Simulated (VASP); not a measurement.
Here is a VASP 6.6.1 calculation.

Contents of INCAR:

```
SYSTEM = Fe
PREC = Accurate
ENCUT = 520
EDIFF = 1E-7
ISMEAR = -1
SIGMA = 0.08
LREAL = .False.
LASPH = .True.
NELM = 60
ALGO = Normal
ISIF = 2
LWAVE = .False.
LCHARG = .False.
GGA = PE
NBANDS = 15
```

The input KPOINTS:

```
Automatic mesh
0
Gamma
  17 17 10
  0 0 0
```

Contents of POSCAR:

```
Fe
1.0
    2.4818982858      0.0000000000      0.0000000000
   -1.2409491429      2.1493869651      0.0000000000
    0.0000000000      0.0000000000      3.9172856485
Fe
2
Direct
    0.3333333333      0.6666666667      0.2500000000
    0.6666666667      0.3333333333      0.7500000000
```

Potentials or basis: VASP PAW PBE potentials, release 64 (Fe).

Run with:

```console
$ cat potpaw_PBE.64/Fe/POTCAR > POTCAR
$ mpirun -np 1 vasp_std > vasp.out
```

Task: Predict the band gap on the k mesh.

Result: Zero (band 8 reaches 7.42 eV, above the bottom of band 9 at 5.68 eV).

Task: Predict the pressure.

Result: -6.9 GPa.

Stress tensor (GPa, compression positive):
```
-7.06  0.00  0.00
 0.00 -7.06  0.00
 0.00  0.00 -6.71
```

Caveat: the run has no spin polarisation, though such a crystal can be magnetic. Spin polarisation is off, so any magnetic state and its effect on volume and gap are missing.
